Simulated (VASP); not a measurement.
# TePb (Fm-3m) in VASP: settings compared

TePb is run at these levels: b88 exchange, pbe correlation; tasks: single point.

All numbers are computed with VASP 6.6.1; they aren't measurements. Logs are shortened: lines on timing, memory, paths and dates and some standing lists are left out, and cuts for length are marked.

**1. The cell of the first run**

Symmetry: Fm-3m, No. 225, cubic system. The conventional cell has a = 6.375 Å, b = 6.375 Å, c = 6.375 Å, α = 90.00°, β = 90.00°, γ = 90.00°. Within 4.2 Å of Pb (site symmetry m-3m) lie 6 Te at 3.19 Å. Within 4.2 Å of Te (site symmetry m-3m) lie 6 Pb at 3.19 Å.

**2. Single point, b88 exchange, pbe correlation**

The input, INCAR:

```
SYSTEM = TePb
ALGO     = Normal         ! electronic algorithm
EDIFF    = 1E-6           ! SCF threshold, eV
ENCUT    = 500            ! plane-wave cutoff, eV
GGA      = LIBXC          ! functional
GGA_COMPAT= .FALSE.      
ISIF     = 2              ! what is computed and relaxed
ISMEAR   = -1             ! smearing method
LASPH    = .TRUE.         ! aspherical terms in the spheres
LCHARG   = .FALSE.        ! write CHGCAR
LIBXC1   = GGA_X_B88    
LIBXC2   = GGA_C_PBE    
LREAL    = .FALSE.        ! projectors in reciprocal space
LWAVE    = .FALSE.        ! write WAVECAR
NBANDS   = 17             ! bands
NELM     = 120            ! most SCF steps
PREC     = Accurate       ! precision mode
SIGMA    = 0.05           ! smearing width, eV
```

The input, KPOINTS:

```
k-points
0
G
  7 7 7
  0 0 0
```

The input, POSCAR:

```
TePb
1.0
    0.0000000000      3.1873324849      3.1873324849
    3.1873324849      0.0000000000      3.1873324849
    3.1873324849      3.1873324849      0.0000000000
Pb Te
1 1
Direct
    0.0000000000      0.0000000000      0.0000000000
    0.5000000000      0.5000000000      0.5000000000
```

Potentials or basis: VASP PAW PBE potentials, release 64 (Pb_d, Te).

Run with:

```
$ cat potpaw_PBE.64/Pb_d/POTCAR potpaw_PBE.64/Te/POTCAR > POTCAR
$ mpirun -np 1 vasp_std > vasp.out
```

OUTCAR:

```text
SYSTEM = TePb
   EDIFF = 1E-6
   ENCUT = 500
   GGA = LIBXC
   ISIF = 2
   ISMEAR = -1
   LASPH = .TRUE.
   LREAL = .FALSE.
   NELM = 120
   PREC = Accurate

 ion  position               nearest neighbor table
   1  0.000  0.000  0.000-   2 3.19   2 3.19   2 3.19   2 3.19   2 3.19   2 3.19
   2  0.500  0.500  0.500-   1 3.19   1 3.19   1 3.19   1 3.19   1 3.19   1 3.19

  LATTYP: Found a face centered cubic cell.
 ALAT       =     6.3746649698

  Lattice vectors:

 A1 = (   0.0000000000,   3.1873324849,   3.1873324849)
 A2 = (   3.1873324849,   0.0000000000,   3.1873324849)
 A3 = (   3.1873324849,   3.1873324849,   0.0000000000)

Analysis of symmetry for initial positions (statically):
=====================================================================
 Subroutine PRICEL returns:
 Original cell was already a primitive cell.

 Routine SETGRP: Setting up the symmetry group for a
 face centered cubic supercell.

 Subroutine GETGRP returns: Found 48 space group operations
 (whereof 48 operations were pure point group operations)
 out of a pool of 48 trial point group operations.

The static configuration has the point symmetry O_h .

Analysis of symmetry for dynamics (positions and initial velocities):
=====================================================================
 Subroutine PRICEL returns:
 Original cell was already a primitive cell.

 Routine SETGRP: Setting up the symmetry group for a
 face centered cubic supercell.

 Subroutine GETGRP returns: Found 48 space group operations
 (whereof 48 operations were pure point group operations)
 out of a pool of 48 trial point group operations.

The dynamic configuration has the point symmetry O_h .

 Subroutine INISYM returns: Found 48 space group operations
 (whereof 48 operations are pure point group operations),
 and found     1 'primitive' translations

----------------------------------------------------------------------------------------

                                     Primitive cell

  volume of cell :      64.7608

  direct lattice vectors                    reciprocal lattice vectors
     0.000000000  3.187332485  3.187332485    -0.156870989  0.156870989  0.156870989
     3.187332485  0.000000000  3.187332485     0.156870989 -0.156870989  0.156870989
     3.187332485  3.187332485  0.000000000     0.156870989  0.156870989 -0.156870989

  length of vectors
     4.507568828  4.507568828  4.507568828     0.271708524  0.271708524  0.271708524

  position of ions in fractional coordinates (direct lattice)
     0.000000000  0.000000000  0.000000000
     0.500000000  0.500000000  0.500000000

  ion indices of the primitive-cell ions
   primitive index   ion index
                 1           1
                 2           2

----------------------------------------------------------------------------------------

 KPOINTS: k-points

Automatic generation of k-mesh.
 Grid dimensions read from file:
 generate k-points for:    7    7    7

 Generating k-lattice:

  Cartesian coordinates                     Fractional coordinates (reciprocal lattice)
    -0.022410141  0.022410141  0.022410141     0.142857143  0.000000000  0.000000000
     0.022410141 -0.022410141  0.022410141     0.000000000  0.142857143  0.000000000
     0.022410141  0.022410141 -0.022410141     0.000000000  0.000000000  0.142857143

  Length of vectors
     0.038815503  0.038815503  0.038815503

  Shift w.r.t. Gamma in fractional coordinates (k-lattice)
     0.000000000  0.000000000  0.000000000

 Subroutine IBZKPT returns following result:
 ===========================================

 Found     20 irreducible k-points:

 Following reciprocal coordinates:
            Coordinates               Weight
  0.000000  0.000000  0.000000      1.000000
  0.142857  0.000000  0.000000      8.000000
  0.285714  0.000000  0.000000      8.000000
  0.428571  0.000000  0.000000      8.000000
  0.142857  0.142857  0.000000      6.000000
  0.285714  0.142857  0.000000     24.000000
[... 12 lines left out ...]
 -0.428571  0.428571  0.142857     24.000000
 -0.285714  0.428571  0.142857     24.000000
   k-points           NKPTS =     20   k-points in BZ     NKDIM =     20   number of bands    NBANDS=     17
   number of dos      NEDOS =    301   number of ions     NIONS =      2
   total plane-waves  NPLWV =  46656
   dimension x,y,z NGX =    36 NGY =   36 NGZ =   36
   dimension x,y,z NGXF=    72 NGYF=   72 NGZF=   72
   ions per type =               1   1
   NGX,Y,Z   is equivalent  to a cutoff of  13.28, 13.28, 13.28 a.u.
   NGXF,Y,Z  is equivalent  to a cutoff of  26.55, 26.55, 26.55 a.u.
 SYSTEM =  TePb
   PREC   = accura    normal or accurate (medium, high low for compatibility)
   ISTART =      0    job   : 0-new  1-cont  2-samecut
   ICHARG =      2    charge: 1-file 2-atom 10-const
   ISPIN  =      1    spin polarized calculation?
   LNONCOLLINEAR =      F non collinear calculations
   LSORBIT =      F    spin-orbit coupling
   LASPH  =      T    aspherical Exc in radial PAW
   ENCUT  =  500.0 eV  36.75 Ry    6.06 a.u.   8.22  8.22  8.22*2*pi/ulx,y,z
   NELM   =    120;   NELMIN=  2; NELMDL= -5     # of ELM steps
   EDIFF  = 0.1E-05   stopping-criterion for ELM
   LREAL  =      F    real-space projection
   EDIFFG = 0.1E-04   stopping-criterion for IOM
   NSW    =      0    number of steps for IOM
   IBRION =     -1    ionic relax: 0-MD 1-quasi-New 2-CG
   NFREE  =      0    steps in history (QN), initial steepest desc. (CG)
   ISIF   =      2    stress and relaxation
   ISYM   =      2    0-nonsym 1-usesym 2-fastsym
   POTIM  = 0.5000    time-step for ionic-motion
   TEBEG  =    0.0;   TEEND  =   0.0 temperature during run
   PSTRESS=    0.0 pullay stress
   NELECT =      20.0000    total number of electrons
   NUPDOWN=      -1.0000    fix difference up-down
   EMIN   =  10.00;   EMAX   =-10.00  energy-range for DOS
   EFERMI =   0.00;   METHOD = LEGACY
   ISMEAR =    -1;   SIGMA  =   0.05  broadening in eV -4-tet -1-fermi 0-gaus
   EFERMI_NEDOS =   21; number of points for ismear=-14 and -15
   IALGO  =     38    algorithm
   IMIX   =      4    mixing-type and parameters
     AMIX     =   0.40;   BMIX     =  1.00
     AMIX_MAG =   1.60;   BMIX_MAG =  1.00
  volume/ion in A,a.u.               =      32.38       218.51
  Fermi-wavevector in a.u.,A,eV,Ry     =   1.106575  2.091123 16.660441  1.224508
  Thomas-Fermi vector in A             =   2.243078
   LORBIT       =      0    0 simple, 1 ext, 2 COOP (PROOUT), +10 PAW based schemes
   GGA     = LIBXC    functional components
   LHFCALC =     F    Hartree Fock is set to
   AEXX    =    0.0000 exact exchange contribution
   IVDW    =     0    specifies the selected vdW correction
   LEPSILON=     F    determine dielectric tensor
   LRPA    =     F    only Hartree local field effects (RPA)
 non-spin polarized calculation
  energy-cutoff  :      500.00
  volume of cell :       64.76
 maximum number of plane-waves:      1655
 NGX is ok and might be reduce to    36
   NGX = 17   NGY = 17   NGZ = 17

 number of electron      19.9999999 magnetization

 Free energy of the ion-electron system (eV)
  ---------------------------------------------------
  ext. energy  EPLUGINS =         0.00000000
  ---------------------------------------------------
  free energy    TOTEN  =        -7.21167493 eV

  energy without entropy =       -7.21167100  energy(sigma->0) =       -7.21167297

 E-fermi :   6.4771     XC(G=0):  -9.5186

 val. band max:        5.9967631530   @ k =   0.4286   0.0000   0.0000
 cond. band min:       6.9500707960   @ k =   0.4286   0.0000   0.0000
 fundamental gap:      0.9533076431
 Fermi energy:         6.4771284715

 k-point     1 :       0.0000    0.0000    0.0000
  band No.  band energies     occupation
      1     -10.6898      2.00000
      2     -10.6898      2.00000
      3     -10.6767      2.00000
      4     -10.6767      2.00000
      5     -10.6767      2.00000
      6      -6.2682      2.00000
[... 9 lines left out ...]
     16      11.8259      0.00000
     17      13.3401      0.00000

 k-point     2 :       0.1429    0.0000    0.0000
  band No.  band energies     occupation
      1     -10.6927      2.00000
      2     -10.6927      2.00000
      3     -10.6762      2.00000
      4     -10.6734      2.00000
      5     -10.6734      2.00000
      6      -6.0837      2.00000
[... 9 lines left out ...]
     16      12.2169      0.00000
     17      14.7439      0.00000

 k-point     3 :       0.2857    0.0000    0.0000
  band No.  band energies     occupation
      1     -10.7005      2.00000
      2     -10.7005      2.00000
      3     -10.6752      2.00000
      4     -10.6647      2.00000
      5     -10.6647      2.00000
      6      -5.5595      2.00000
[... 9 lines left out ...]
     16      13.2653      0.00000
     17      17.0879      0.00000

 k-point     4 :       0.4286    0.0000    0.0000
  band No.  band energies     occupation
      1     -10.7070      2.00000
      2     -10.7070      2.00000
      3     -10.6746      2.00000
      4     -10.6575      2.00000
      5     -10.6575      2.00000
      6      -4.8810      2.00000
[... 9 lines left out ...]
     16      14.8063      0.00000
     17      16.2559      0.00000
[... 263 lines left out ...]
      1     -10.7293      2.00000
      2     -10.6969      2.00000
      3     -10.6716      2.00000
      4     -10.6622      2.00000
      5     -10.6529      2.00000
      6      -4.5716      2.00000
[... 9 lines left out ...]
     16      15.5128      0.00000
     17      16.5981      0.00000

 k-point    19 :      -0.4286    0.4286    0.1429
  band No.  band energies     occupation
      1     -10.7502      2.00000
      2     -10.6859      2.00000
      3     -10.6807      2.00000
      4     -10.6550      2.00000
      5     -10.6477      2.00000
      6      -4.4512      2.00000
[... 9 lines left out ...]
     16      16.3966      0.00000
     17      17.1007      0.00000

 k-point    20 :      -0.2857    0.4286    0.1429
  band No.  band energies     occupation
      1     -10.7425      2.00000
      2     -10.6926      2.00000
      3     -10.6718      2.00000
      4     -10.6633      2.00000
      5     -10.6478      2.00000
      6      -4.3053      2.00000
[... 9 lines left out ...]
     16      16.4406      0.00000
     17      17.0094      0.00000

------------------------ aborting loop because EDIFF is reached ----------------------------------------

  FORCE on cell =-STRESS in cart. coord.  units (eV):
  Direction    XX          YY          ZZ          XY          YZ          ZX
  --------------------------------------------------------------------------------------
  -------------------------------------------------------------------------------------
  Total        1.6151307      1.6151307      1.6151307      0.0000000      0.0000000      0.0000000
  in kB       39.9582205     39.9582205     39.9582205      0.0000000      0.0000000      0.0000000
  external PRESSURE =      39.9582205 kB  Pullay stress =       0.0000000 kB

 VOLUME and BASIS-vectors are now :
 -----------------------------------------------------------------------------
  energy-cutoff  :      500.00
  volume of cell :       64.76
      direct lattice vectors                 reciprocal lattice vectors
     0.000000000  3.187332485  3.187332485    -0.156870989  0.156870989  0.156870989
     3.187332485  0.000000000  3.187332485     0.156870989 -0.156870989  0.156870989
     3.187332485  3.187332485  0.000000000     0.156870989  0.156870989 -0.156870989

 POSITION                                       TOTAL-FORCE (eV/Angst)
 -----------------------------------------------------------------------------------
      0.00000      0.00000      0.00000         0.000000      0.000000      0.000000
      3.18733      3.18733      3.18733         0.000000      0.000000     -0.000000
 -----------------------------------------------------------------------------------
    total drift:                               -0.000000      0.000000      0.000000

  FREE ENERGIE OF THE ION-ELECTRON SYSTEM (eV)
  ---------------------------------------------------
  free  energy   TOTEN  =        -7.2116749332 eV

  energy  without entropy=       -7.2116710035  energy(sigma->0) =       -7.21167297
```

Wall time 17 s (1 thread of Intel Xeon Platinum 8375C at 2.90GHz (Ice Lake), shared host); peak memory 0.2 GiB.

Results:

```
Free energy : -7.2117 eV
Pressure    : 4.0 GPa
```

Caveat: this odd mesh misses L, so gap, dielectric constants and Born charges aren't listed; the cell stands under pressure; the PAW data sets were made with another functional, which shifts forces and pressure a little; spin-orbit coupling is left out, which moves the levels of the heavy elements.

**3. Single point, b88 exchange, pbe correlation**

This run uses another cell than the first one, of 33.05 Å³/atom.

The input, INCAR:

```
  PREC = Accurate
  ENCUT = 500
  EDIFF = 1E-6
  ISMEAR = -1
  SIGMA = 0.05
  LREAL = F
  LASPH = T
  NELM = 120
  ALGO = Normal
  ISIF = 2
  LWAVE = F
  LCHARG = F
  GGA = LIBXC
  LIBXC1 = GGA_X_B88
  LIBXC2 = GGA_C_PBE
  NBANDS = 17
  GGA_COMPAT = F
```

The input, KPOINTS:

```
regular mesh
0
Gamma
  7 7 7
```

The input, POSCAR:

```
TePb
1.0
    0.0000000000      3.2093147829      3.2093147829
    3.2093147829      0.0000000000      3.2093147829
    3.2093147829      3.2093147829      0.0000000000
Pb Te
1 1
Direct
    0.0000000000      0.0000000000      0.0000000000
    0.5000000000      0.5000000000      0.5000000000
```

Potentials or basis: VASP PAW PBE potentials, release 64 (Pb_d, Te).

Run with:

```
$ cat potpaw_PBE.64/Pb_d/POTCAR potpaw_PBE.64/Te/POTCAR > POTCAR
$ mpirun -np 1 vasp_std > vasp.out
```

OUTCAR:

```text
PREC = Accurate
   ENCUT = 500
   EDIFF = 1E-6
   ISMEAR = -1
   LREAL = F
   LASPH = T
   NELM = 120
   ISIF = 2
   GGA = LIBXC

 ion  position               nearest neighbor table
   1  0.000  0.000  0.000-   2 3.21   2 3.21   2 3.21   2 3.21   2 3.21   2 3.21
   2  0.500  0.500  0.500-   1 3.21   1 3.21   1 3.21   1 3.21   1 3.21   1 3.21

  LATTYP: Found a face centered cubic cell.
 ALAT       =     6.4186295658

  Lattice vectors:

 A1 = (   0.0000000000,   3.2093147829,   3.2093147829)
 A2 = (   3.2093147829,   0.0000000000,   3.2093147829)
 A3 = (   3.2093147829,   3.2093147829,   0.0000000000)

Analysis of symmetry for initial positions (statically):
=====================================================================
 Subroutine PRICEL returns:
 Original cell was already a primitive cell.

 Routine SETGRP: Setting up the symmetry group for a
 face centered cubic supercell.

 Subroutine GETGRP returns: Found 48 space group operations
 (whereof 48 operations were pure point group operations)
[... 155 lines left out ...]
  free energy    TOTEN  =        -7.24103462 eV

  energy without entropy =       -7.24103162  energy(sigma->0) =       -7.24103312

 E-fermi :   6.2197     XC(G=0):  -9.4247

 val. band max:        5.7215701812   @ k =   0.4286   0.0000   0.0000
 cond. band min:       6.7077453721   @ k =   0.4286   0.0000   0.0000
 fundamental gap:      0.9861751909
 Fermi energy:         6.2197055125

 k-point     1 :       0.0000    0.0000    0.0000
  band No.  band energies     occupation
      1     -10.9267      2.00000
      2     -10.9267      2.00000
      3     -10.9154      2.00000
      4     -10.9154      2.00000
      5     -10.9154      2.00000
      6      -6.3648      2.00000
[... 377 lines left out ...]
      4     -10.9030      2.00000
      5     -10.8889      2.00000
      6      -4.4859      2.00000
[... 9 lines left out ...]
     16      16.1606      0.00000
     17      16.6797      0.00000

------------------------ aborting loop because EDIFF is reached ----------------------------------------

  FORCE on cell =-STRESS in cart. coord.  units (eV):
  Direction    XX          YY          ZZ          XY          YZ          ZX
  --------------------------------------------------------------------------------------
  -------------------------------------------------------------------------------------
  Total        1.1869390      1.1869390      1.1869390      0.0000000      0.0000000     -0.0000000
  in kB       28.7655067     28.7655067     28.7655067      0.0000000      0.0000000     -0.0000000
  external PRESSURE =      28.7655067 kB  Pullay stress =       0.0000000 kB

 VOLUME and BASIS-vectors are now :
 -----------------------------------------------------------------------------
  energy-cutoff  :      500.00
  volume of cell :       66.11
      direct lattice vectors                 reciprocal lattice vectors
     0.000000000  3.209314783  3.209314783    -0.155796497  0.155796497  0.155796497
     3.209314783  0.000000000  3.209314783     0.155796497 -0.155796497  0.155796497
     3.209314783  3.209314783  0.000000000     0.155796497  0.155796497 -0.155796497

 POSITION                                       TOTAL-FORCE (eV/Angst)
 -----------------------------------------------------------------------------------
      0.00000      0.00000      0.00000        -0.000000      0.000000     -0.000000
      3.20931      3.20931      3.20931         0.000000      0.000000      0.000000
 -----------------------------------------------------------------------------------
    total drift:                               -0.000000      0.000000      0.000000

  FREE ENERGIE OF THE ION-ELECTRON SYSTEM (eV)
  ---------------------------------------------------
  free  energy   TOTEN  =        -7.2410346241 eV

  energy  without entropy=       -7.2410316174  energy(sigma->0) =       -7.24103312
```

Wall time 17 s (1 thread of Intel Xeon Platinum 8375C at 2.90GHz (Ice Lake), shared host); peak memory 0.2 GiB.

What came out:

```
Free energy : -7.2410 eV
Pressure    : 2.9 GPa
```

Levels at points of the mesh, in eV from the Fermi level:
| k point | band 6 | band 7 | band 8 | band 9 | band 10 | band 11 | band 12 | band 13 | band 14 | band 15 |
| --- | --- | --- | --- | --- | --- | --- | --- | --- | --- | --- |
| (0.00, 0.00, 0.00) | -12.58 | -5.96 | -1.81 | -1.81 | -1.81 | 3.71 | 3.71 | 3.71 | 5.38 | 5.38 |

Caveat: this odd mesh misses L, so gap, dielectric constants and Born charges aren't listed; the PAW data sets were made with another functional, which shifts forces and pressure a little; spin-orbit coupling is left out, which moves the levels of the heavy elements.
